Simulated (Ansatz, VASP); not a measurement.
## PbI2: VASP beside Ansatz

```
Pb I
1.0
     4.41256    0.00000    0.00000
    -2.20628    3.82139    0.00000
     0.00000    0.00000    7.43471
Pb I
1 2
Direct
  0.00000 0.00000 0.00000
  0.33333 0.66667 0.26500
  0.66667 0.33333 0.73500
```

Alike in both runs: task single point; functional r2SCAN; k mesh 6 × 6 × 4; occupations gaussian, width 0.05 eV; no spin polarisation.

|  | VASP | Ansatz |
| --- | --- | --- |
| version | VASP 6.6.1 | Ansatz 0.2.0 |
| potentials or method | VASP PAW PBE potentials, release 64 (Pb_d, I), cutoff 550 eV | scalar-relativistic, plane waves, PAW |
| valence electrons in the cell | 28 | 48 |

|  | VASP | Ansatz | Ansatz less VASP |
| --- | --- | --- | --- |
| gap on the k mesh at the Fermi level (eV) | 2.80 | 2.80 | 0.000 |
| least direct gap on the mesh (eV) | 2.80 | 2.80 | 0.000 |
| pressure (GPa) | 1.2 | 1.2 | +0.01 |
| traceless stress, the component that is largest in VASP (GPa) | -0.86 | -0.86 | -0.003 |
| rms of the force components (eV/Å) | 0.006 | 0.004 | -0.0020 |

VASP's potentials were made for PBE, not for r2SCAN. Atom by atom the forces differ by 0.002 eV/Å (rms over components). VASP's potentials hold 28 valence electrons a cell and Ansatz's 48, so a difference there can come from the potentials and not from the codes.

Neither program's run includes spin-orbit coupling.
